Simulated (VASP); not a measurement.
Input of a VASP 6.6.1 run:

File INCAR:

```
SYSTEM = Mg3Te
ALGO = Normal
EDIFF = 1E-6
ENCUT = 520
GGA = PE
ISIF = 2
ISMEAR = 0
LASPH = .True.
LCHARG = .False.
LREAL = .False.
LWAVE = .False.
NBANDS = 14
NELM = 80
PREC = Accurate
SIGMA = 0.1
```

Contents of KPOINTS:

```
k-points
0
Gamma
  5 5 6
  0 0 0
```

POSCAR

```
Mg3Te
1.0
   -2.1393600000      2.1393600000      5.2824880000
    2.1393600000     -2.1393600000      5.2824880000
    2.1393600000      2.1393600000     -5.2824880000
Te Mg
1 3
Direct
    0.0041340000     -0.0009310000      0.0022340000
    0.2489900000      0.7589190000      0.5030360000
    0.7536050000      0.2463450000      0.4984110000
    0.4911550000      0.5146360000      0.0038850000
```

Potentials or basis: VASP PAW PBE potentials, release 64 (Te, Mg).

Command:

```console
$ cat potpaw_PBE.64/Te/POTCAR potpaw_PBE.64/Mg/POTCAR > POTCAR
$ mpirun -np 1 vasp_std > vasp.out
```

Q: Predict the band gap on the k mesh.

A: Zero (band 6 reaches 4.99 eV, above the bottom of band 7 at 3.57 eV).

Q: Estimate the largest force.

A: 0.214 eV/Å.

Q: Predict the pressure.

A: 0.1 GPa.

Stress tensor (GPa, compression positive):
```
 0.09 -0.01  0.11
-0.01  0.04  0.13
 0.11  0.13  0.06
```

Caveat: spin-orbit coupling is left out, which moves the levels of the heavy elements.
